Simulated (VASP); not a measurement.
**PbO2: single point with r2SCAN**

Crystal: PbO2.

```
CELL_PARAMETERS angstrom
0.00000 2.70199 2.70199
2.70199 0.00000 2.70199
2.70199 2.70199 0.00000
ATOMIC_POSITIONS crystal
Pb 0.00000 0.00000 0.00000
O 0.25000 0.25000 0.25000
O 0.75000 0.75000 0.75000
```

```yaml
Program: VASP 6.6.1
Task: single point
Functional: r2SCAN
Potentials_or_basis: VASP PAW PBE potentials, release 64 (Pb_d, O)
Cutoff: 520 eV
k_mesh: 6 × 6 × 6
Occupations: fermi-dirac, width 0.45 eV
Spin: no spin polarisation
Dipole_correction: no
Further_INCAR_settings: ALGO = Normal; EDIFF = 1e-07; NBANDS = 20
```

```json
{
  "Pressure": "-2.3 GPa",
  "Band gap on the k mesh": "zero (band 13 reaches 5.22 eV, above the bottom of band 14 at 4.01 eV)"
}
```

Levels at points of the mesh, in eV from the Fermi level:
| k point | band 11 | band 12 | band 13 | band 14 | band 15 | band 16 |
| --- | --- | --- | --- | --- | --- | --- |
| (0.00, 0.00, 0.00) | -2.84 | -2.05 | -2.05 | -2.05 | 6.86 | 6.86 |
| (0.50, 0.00, 0.00) | -3.61 | -2.27 | -2.27 | 2.05 | 6.82 | 9.49 |
| (0.50, 0.50, 0.00) | -1.08 | -0.97 | -0.97 | 1.16 | 6.09 | 8.97 |

Run time: 73 s on 1 thread of AMD EPYC 7R43 64-Core Processor (Zen 3), with other jobs on the host, peak memory 0.13 GiB.

Caveat: the PAW data sets were made with another functional, which shifts forces and pressure a little; spin-orbit coupling is left out, which moves the levels of the heavy elements.
